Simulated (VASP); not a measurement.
# CdO (Fm-3m) in VASP: further runs, part 2 of 3

VASP 6.6.1. Earlier steps stand in the parts before.

### 3 Single point, r2SCAN

This run uses another cell than the first one, of 12.71 Å³/atom.

POSCAR reads:

```
CdO
1.0
    0.0000000000      2.3337310685      2.3337310685
    2.3337310685      0.0000000000      2.3337310685
    2.3337310685      2.3337310685      0.0000000000
Cd O
1 1
Direct
    0.0000000000      0.0000000000      0.0000000000
    0.5000000000      0.5000000000      0.5000000000
```

INCAR.step1 reads:

```
PREC = Accurate
ENCUT = 660
ISMEAR = 0
SIGMA = 0.01
LREAL = False
LASPH = True
NELM = 120
NBANDS = 16
GGA = PE
ALGO = Normal
EDIFF = 1E-5
LWAVE = True
LCHARG = False
GGA_COMPAT = False
```

INCAR.step2 reads:

```
PREC = Accurate
ENCUT = 660
EDIFF = 1E-6
ISMEAR = 0
SIGMA = 0.01
LREAL = False
LASPH = True
NELM = 120
ALGO = Normal
ISIF = 2
LWAVE = False
LCHARG = False
METAGGA = R2SCAN
LMIXTAU = True
NBANDS = 16
ISTART = 1
GGA_COMPAT = False
```

KPOINTS reads:

```
Automatic mesh
0
Gamma
  8 8 8
```

Potentials or basis: VASP PAW PBE potentials, release 64 (Cd, O).

The run is started by

```
$ cat potpaw_PBE.64/Cd/POTCAR potpaw_PBE.64/O/POTCAR > POTCAR
$ cp INCAR.step1 INCAR
$ mpirun -np 1 vasp_std > vasp.out
$ cp INCAR.step2 INCAR
$ mpirun -np 1 vasp_std > vasp.out
```

OUTCAR:

```text
PREC = Accurate
   ENCUT = 660
   EDIFF = 1E-6
   ISMEAR = 0
   LREAL = False
   LASPH = True
   NELM = 120
   ISIF = 2
   METAGGA = R2SCAN
   ISTART = 1

 ion  position               nearest neighbor table
   1  0.000  0.000  0.000-   2 2.33   2 2.33   2 2.33   2 2.33   2 2.33   2 2.33
   2  0.500  0.500  0.500-   1 2.33   1 2.33   1 2.33   1 2.33   1 2.33   1 2.33

  LATTYP: Found a face centered cubic cell.
 ALAT       =     4.6674621370

  Lattice vectors:

 A1 = (   0.0000000000,   2.3337310685,   2.3337310685)
 A2 = (   2.3337310685,   0.0000000000,   2.3337310685)
 A3 = (   2.3337310685,   2.3337310685,   0.0000000000)

Analysis of symmetry for initial positions (statically):
=====================================================================
 Subroutine PRICEL returns:
 Original cell was already a primitive cell.

 Routine SETGRP: Setting up the symmetry group for a
 face centered cubic supercell.

 Subroutine GETGRP returns: Found 48 space group operations
 (whereof 48 operations were pure point group operations)
 out of a pool of 48 trial point group operations.

The static configuration has the point symmetry O_h .

Analysis of symmetry for dynamics (positions and initial velocities):
=====================================================================
 Subroutine PRICEL returns:
 Original cell was already a primitive cell.

 Routine SETGRP: Setting up the symmetry group for a
 face centered cubic supercell.

 Subroutine GETGRP returns: Found 48 space group operations
 (whereof 48 operations were pure point group operations)
 out of a pool of 48 trial point group operations.

The dynamic configuration has the point symmetry O_h .

 Subroutine INISYM returns: Found 48 space group operations
 (whereof 48 operations are pure point group operations),
 and found     1 'primitive' translations

----------------------------------------------------------------------------------------

                                     Primitive cell

  volume of cell :      25.4204

  direct lattice vectors                    reciprocal lattice vectors
     0.000000000  2.333731069  2.333731069    -0.214249194  0.214249194  0.214249194
     2.333731069  0.000000000  2.333731069     0.214249194 -0.214249194  0.214249194
     2.333731069  2.333731069  0.000000000     0.214249194  0.214249194 -0.214249194

  length of vectors
     3.300394128  3.300394128  3.300394128     0.371090489  0.371090489  0.371090489

  position of ions in fractional coordinates (direct lattice)
     0.000000000  0.000000000  0.000000000
     0.500000000  0.500000000  0.500000000

  ion indices of the primitive-cell ions
   primitive index   ion index
                 1           1
                 2           2

----------------------------------------------------------------------------------------

 KPOINTS: Automatic mesh

Automatic generation of k-mesh.
 Grid dimensions read from file:
 generate k-points for:    8    8    8

 Generating k-lattice:

  Cartesian coordinates                     Fractional coordinates (reciprocal lattice)
    -0.026781149  0.026781149  0.026781149     0.125000000  0.000000000  0.000000000
     0.026781149 -0.026781149  0.026781149     0.000000000  0.125000000  0.000000000
     0.026781149  0.026781149 -0.026781149     0.000000000  0.000000000  0.125000000

  Length of vectors
     0.046386311  0.046386311  0.046386311

  Shift w.r.t. Gamma in fractional coordinates (k-lattice)
     0.000000000  0.000000000  0.000000000

 Subroutine IBZKPT returns following result:
 ===========================================

 Found     29 irreducible k-points:

 Following reciprocal coordinates:
            Coordinates               Weight
  0.000000  0.000000  0.000000      1.000000
  0.125000  0.000000  0.000000      8.000000
  0.250000  0.000000  0.000000      8.000000
  0.375000  0.000000  0.000000      8.000000
  0.500000  0.000000  0.000000      4.000000
  0.125000  0.125000  0.000000      6.000000
[... 16 lines left out ...]
  0.500000  0.250000  0.125000     48.000000
 -0.375000  0.250000  0.125000     24.000000
 [... further k-points ...]
   k-points           NKPTS =     29   k-points in BZ     NKDIM =     29   number of bands    NBANDS=     16
   number of dos      NEDOS =    301   number of ions     NIONS =      2
   total plane-waves  NPLWV =  21952
   dimension x,y,z NGX =    28 NGY =   28 NGZ =   28
   dimension x,y,z NGXF=    56 NGYF=   56 NGZF=   56
   ions per type =               1   1
   NGX,Y,Z   is equivalent  to a cutoff of  14.10, 14.10, 14.10 a.u.
   NGXF,Y,Z  is equivalent  to a cutoff of  28.21, 28.21, 28.21 a.u.
 SYSTEM =  unknown system
   PREC   = accura    normal or accurate (medium, high low for compatibility)
   ISTART =      1    job   : 0-new  1-cont  2-samecut
   ICHARG =      0    charge: 1-file 2-atom 10-const
   ISPIN  =      1    spin polarized calculation?
   LNONCOLLINEAR =      F non collinear calculations
   LSORBIT =      F    spin-orbit coupling
   LASPH  =      T    aspherical Exc in radial PAW
   ENCUT  =  660.0 eV  48.51 Ry    6.96 a.u.   6.91  6.91  6.91*2*pi/ulx,y,z
   NELM   =    120;   NELMIN=  2; NELMDL=  0     # of ELM steps
   EDIFF  = 0.1E-05   stopping-criterion for ELM
   LREAL  =      F    real-space projection
   EDIFFG = 0.1E-04   stopping-criterion for IOM
   NSW    =      0    number of steps for IOM
   IBRION =     -1    ionic relax: 0-MD 1-quasi-New 2-CG
   NFREE  =      0    steps in history (QN), initial steepest desc. (CG)
   ISIF   =      2    stress and relaxation
   ISYM   =      2    0-nonsym 1-usesym 2-fastsym
   POTIM  = 0.5000    time-step for ionic-motion
   TEBEG  =    0.0;   TEEND  =   0.0 temperature during run
   PSTRESS=    0.0 pullay stress
   NELECT =      18.0000    total number of electrons
   NUPDOWN=      -1.0000    fix difference up-down
   EMIN   =  10.00;   EMAX   =-10.00  energy-range for DOS
   EFERMI =   0.00;   METHOD = LEGACY
   ISMEAR =     0;   SIGMA  =   0.01  broadening in eV -4-tet -1-fermi 0-gaus
   EFERMI_NEDOS =   21; number of points for ismear=-14 and -15
   IALGO  =     38    algorithm
   IMIX   =      4    mixing-type and parameters
     AMIX     =   0.40;   BMIX     =  1.00
     AMIX_MAG =   1.60;   BMIX_MAG =  1.00
  volume/ion in A,a.u.               =      12.71        85.77
  Fermi-wavevector in a.u.,A,eV,Ry     =   1.459167  2.757425 28.969075  2.129167
  Thomas-Fermi vector in A             =   2.575766
   LORBIT       =      0    0 simple, 1 ext, 2 COOP (PROOUT), +10 PAW based schemes
   METAGGA = R2SCAN    functional components
   LHFCALC =     F    Hartree Fock is set to
   AEXX    =    0.0000 exact exchange contribution
   IVDW    =     0    specifies the selected vdW correction
   LEPSILON=     F    determine dielectric tensor
   LRPA    =     F    only Hartree local field effects (RPA)
 non-spin polarized calculation
 Gauss-broadening in eV      SIGMA  =   0.01
  energy-cutoff  :      660.00
  volume of cell :       25.42
 maximum number of plane-waves:       992
   NGX = 13   NGY = 13   NGZ = 13

 number of electron      18.0000003 magnetization

 Free energy of the ion-electron system (eV)
  ---------------------------------------------------
  ext. energy  EPLUGINS =         0.00000000
  ---------------------------------------------------
  free energy    TOTEN  =       -28.54712681 eV

  energy without entropy =      -28.54712681  energy(sigma->0) =      -28.54712681

 E-fermi :   1.9705     XC(G=0): -12.4522

 val. band max:        1.9131667027   @ k =   0.5000   0.0000   0.0000
 cond. band min:       2.0290444300   @ k =   0.0000   0.0000   0.0000
 fundamental gap:      0.1158777273
 Fermi energy:         1.9704842986

 k-point     1 :       0.0000    0.0000    0.0000
  band No.  band energies     occupation
      1     -16.5448      2.00000
      2      -4.9976      2.00000
      3      -4.9976      2.00000
      4      -4.9976      2.00000
      5      -4.6670      2.00000
      6      -4.6670      2.00000
[... 8 lines left out ...]
     15      21.5257      0.00000
     16      21.5257      0.00000
[... 419 lines left out ...]
 k-point    24 :      -0.3750    0.2500    0.1250
  band No.  band energies     occupation
      1     -15.7848      2.00000
      2      -5.6235      2.00000
      3      -5.3413      2.00000
      4      -5.3305      2.00000
      5      -4.4257      2.00000
      6      -4.4220      2.00000
[... 8 lines left out ...]
     15      22.6129      0.00000
     16      26.1619      0.00000

 [... further k-points ...]

------------------------ aborting loop because EDIFF is reached ----------------------------------------

  FORCE on cell =-STRESS in cart. coord.  units (eV):
  Direction    XX          YY          ZZ          XY          YZ          ZX
  --------------------------------------------------------------------------------------
  -------------------------------------------------------------------------------------
  Total        0.8896767      0.8896767      0.8896767      0.0000000      0.0000000      0.0000000
  in kB       56.0738499     56.0738499     56.0738499      0.0000000      0.0000000      0.0000000
  external PRESSURE =      56.0738499 kB  Pullay stress =       0.0000000 kB

 VOLUME and BASIS-vectors are now :
 -----------------------------------------------------------------------------
  energy-cutoff  :      660.00
  volume of cell :       25.42
      direct lattice vectors                 reciprocal lattice vectors
     0.000000000  2.333731069  2.333731069    -0.214249194  0.214249194  0.214249194
     2.333731069  0.000000000  2.333731069     0.214249194 -0.214249194  0.214249194
     2.333731069  2.333731069  0.000000000     0.214249194  0.214249194 -0.214249194

 POSITION                                       TOTAL-FORCE (eV/Angst)
 -----------------------------------------------------------------------------------
      0.00000      0.00000      0.00000        -0.000000     -0.000000     -0.000000
      2.33373      2.33373      2.33373         0.000000      0.000000      0.000000
 -----------------------------------------------------------------------------------
    total drift:                                0.000000      0.000000      0.000000

  FREE ENERGIE OF THE ION-ELECTRON SYSTEM (eV)
  ---------------------------------------------------
  free  energy   TOTEN  =       -28.5471268136 eV

  energy  without entropy=      -28.5471268136  energy(sigma->0) =      -28.54712681
```

OUTCAR.step1:

```text
PREC = Accurate
   ENCUT = 660
   ISMEAR = 0
   LREAL = False
   LASPH = True
[... 677 lines left out ...]
      0.00000      0.00000      0.00000        -0.000000      0.000000      0.000000
      2.33373      2.33373      2.33373         0.000000     -0.000000     -0.000000
 -----------------------------------------------------------------------------------
    total drift:                                0.000000      0.000000      0.000000

  FREE ENERGIE OF THE ION-ELECTRON SYSTEM (eV)
  ---------------------------------------------------
  free  energy   TOTEN  =        -7.6696143440 eV

  energy  without entropy=       -7.6695688564  energy(sigma->0) =       -7.66959160
```

OSZICAR.step1:

```text
N       E                     dE             d eps       ncg     rms          rms(c)
DAV:   1     0.131876045306E+03    0.13188E+03   -0.11892E+04   960   0.140E+03
DAV:   2    -0.550321170264E+01   -0.13738E+03   -0.12580E+03  1032   0.318E+02
DAV:   3    -0.946346776649E+01   -0.39603E+01   -0.39529E+01  1144   0.591E+01
DAV:   4    -0.947345949045E+01   -0.99917E-02   -0.99915E-02  1144   0.286E+00
DAV:   5    -0.947348851732E+01   -0.29027E-04   -0.29027E-04  1168   0.137E-01    0.109E+01
DAV:   6    -0.771555977841E+01    0.17579E+01   -0.47069E+00  1200   0.376E+01    0.958E+00
DAV:   7    -0.768906408225E+01    0.26496E-01   -0.70440E-01   992   0.806E+00    0.495E+00
DAV:   8    -0.767317217117E+01    0.15892E-01   -0.93829E-02   992   0.276E+00    0.739E-01
DAV:   9    -0.766948753805E+01    0.36846E-02   -0.84318E-03  1144   0.996E-01    0.108E-01
DAV:  10    -0.766958779465E+01   -0.10026E-03   -0.74781E-04  1032   0.295E-01    0.409E-02
DAV:  11    -0.766961819022E+01   -0.30396E-04   -0.59201E-05  1144   0.764E-02    0.230E-02
DAV:  12    -0.766961434398E+01    0.38462E-05   -0.99200E-06   744   0.322E-02
   1 F= -.76696143E+01 E0= -.76695916E+01  d E =-.454876E-04
```

It took 2.3 min on 1 thread of AMD EPYC 7R13, shared host; peak memory 0.14 GiB.

Results:

| Item | Value |
| --- | --- |
| Free energy | -28.5471 eV |
| Pressure | 5.6 GPa |
| Band gap on the k mesh | 0.12 eV (least direct gap 1.55 eV) |

Levels at points of the mesh, in eV from the valence-band top:
| k point | band 5 | band 6 | band 7 | band 8 | band 9 | band 10 | band 11 | band 12 | band 13 | band 14 |
| --- | --- | --- | --- | --- | --- | --- | --- | --- | --- | --- |
| (0.00, 0.00, 0.00) | -6.58 | -6.58 | -1.44 | -1.44 | -1.44 | 0.12 | 15.76 | 17.92 | 17.92 | 17.92 |
| (0.50, 0.00, 0.00) | -6.34 | -6.34 | -3.88 | 0.00 | 0.00 | 5.09 | 8.18 | 12.93 | 12.93 | 18.78 |
| (0.50, 0.50, 0.00) | -6.20 | -5.85 | -4.49 | -2.44 | -2.44 | 4.66 | 9.42 | 11.86 | 14.55 | 14.55 |

Caveat: the cell stands under pressure; the PAW data sets were made with another functional, which shifts forces and pressure a little. A k mesh can miss the band edges.

[end of part 2 of 3]
